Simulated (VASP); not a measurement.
**SiC: relaxation of the atoms with PBE**

SiC:

```
Si C
1.0
     3.08870    0.00000    0.00000
    -1.54435    2.67489    0.00000
     0.00000    0.00000    4.67784
Si C
2 2
Direct
  0.33333 0.66667 0.00456
  0.66667 0.33333 0.50456
  0.33333 0.66667 0.38044
  0.66667 0.33333 0.88044
```

This cell differs from its parent crystal: volume 9.662 Å^3 an atom, c/a of the conventional cell 1.5145.

```
Program                : VASP 6.6.1
Task                   : relaxation of the atoms
Functional             : PBE
Potentials or basis    : VASP PAW PBE potentials, release 64 (Si, C)
Cutoff                 : 520 eV
k mesh                 : 12 × 12 × 6
Occupations            : gaussian, width 0.05 eV
Spin                   : no spin polarisation
Dipole correction      : no
Further INCAR settings : ALGO = Normal; EDIFF = 1e-06; IBRION = 2; EDIFFG = -0.01; NSW = 50
```

- Energy gained by relaxing: 22.7 meV/atom
- Ionic steps: 3
- Pressure after relaxing: 20.4 GPa
- Band gap on the k mesh: 1.67 eV, indirect (least direct gap 3.41 eV)

Forces on the atoms (eV/Å):
```
Si   0.000  0.000  0.003
Si   0.000  0.000  0.003
C    0.000  0.000 -0.003
C    0.000  0.000 -0.003
```

Stress tensor (GPa, compression positive):
```
 7.22  0.00  0.00
 0.00  7.22  0.00
 0.00  0.00 46.72
```

The path:
```csv
step,energy change (eV),largest force (eV/Å),pressure (GPa)
1,0.0000,1.5461,22.69
2,0.0466,1.4392,18.85
3,-0.0907,0.0026,20.39
```

Final structure:
```
CELL_PARAMETERS angstrom
3.08870 0.00000 0.00000
-1.54435 2.67489 0.00000
0.00000 0.00000 4.67784
ATOMIC_POSITIONS crystal
Si 0.33333 0.66667 0.99794
Si 0.66667 0.33333 0.49794
C 0.33333 0.66667 0.38706
C 0.66667 0.33333 0.88706
```

Levels at points of the mesh, in eV from the valence-band top:
| k point | band 4 | band 5 | band 6 | band 7 | band 8 | band 9 | band 10 | band 11 | band 12 |
| --- | --- | --- | --- | --- | --- | --- | --- | --- | --- |
| (0.00, 0.00, 0.00) | -2.51 | -2.51 | -0.75 | -0.75 | 0.00 | 3.50 | 5.84 | 5.84 | 6.66 |
| (0.50, 0.00, 0.00) | -6.58 | -6.12 | -4.52 | -3.87 | -1.74 | 1.67 | 4.45 | 6.75 | 6.78 |
| (0.00, 0.00, 0.50) | -4.27 | -1.71 | -1.71 | -1.71 | -1.71 | 4.98 | 4.98 | 6.52 | 6.52 |
| (0.50, 0.00, 0.50) | -9.19 | -3.41 | -3.41 | -2.38 | -2.38 | 3.02 | 3.02 | 5.40 | 5.40 |

It took 83 s on 1 thread of Oxide Virtual Turin-like Processor (shared host), peak memory 0.13 GiB.

 A k mesh can miss the band edges.
